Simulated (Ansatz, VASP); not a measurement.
# Sn3C: VASP beside Ansatz

The input INCAR:

```
PREC = Accurate
ENCUT = 520
EDIFF = 1E-7
ISMEAR = 0
SIGMA = 0.1
LREAL = F
LASPH = T
NELM = 100
ALGO = Normal
ISIF = 2
LWAVE = F
LCHARG = T
GGA = PE
LELF = T
LVHAR = T
NBANDS = 31
```

Contents of KPOINTS:

```
Automatic mesh
0
Gamma
  4 4 4
```

Contents of POSCAR:

```
Sn3C
1.0
    4.9311623300      0.0000000000      0.0000000000
    0.0000000000      4.9311623300      0.0000000000
    0.0000000000      0.0000000000      4.9311623300
Sn C
3 1
Direct
    0.0000000000      0.5000000000      0.5000000000
    0.5000000000      0.0000000000      0.5000000000
    0.5000000000      0.5000000000      0.0000000000
    0.0000000000      0.0000000000      0.0000000000
```

Input for Ansatz:

```yaml
crystal:
  lattice:
    - [4.93116233, 0.0, 0.0]
    - [0.0, 4.93116233, 0.0]
    - [0.0, 0.0, 4.93116233]
  atoms:
    - { symbol: Sn, position: [0.0, 0.5, 0.5] }
    - { symbol: Sn, position: [0.5, 0.0, 0.5] }
    - { symbol: Sn, position: [0.5, 0.5, 0.0] }
    - { symbol: C, position: [0.0, 0.0, 0.0] }
basis:
  ecutwfc: 420
kpoints:
  mp_grid: { grid: [4, 4, 4] }
hamiltonian:
  xc: pbe
scf:
  occupations: { method: gaussian, width: 0.1 }
  lower_state_search: "off"
output:
  forces: true
  stress: true
  eigenvalues: true
```

Change from the starting cell: species swapped into the LaNd3 type (Pm-3m, No. 221).

Alike in both runs: task single point; functional PBE; k mesh 4 × 4 × 4; occupations gaussian, width 0.1 eV; no spin polarisation.

|  | VASP | Ansatz |
| --- | --- | --- |
| version | VASP 6.6.1 | Ansatz 0.2.0 |
| potentials or method | VASP PAW PBE potentials, release 64 (Sn_d, C), cutoff 520 eV | scalar-relativistic, plane waves, PAW |
| valence electrons in the cell | 46 | 46 |

```tsv
	VASP	Ansatz	Ansatz less VASP
gap on the k mesh at the Fermi level (eV)	none	none	-
pressure (GPa)	-8.9	-8.9	+0.05
```

A gap of «none» marks a metal or a gap that the smearing closes.
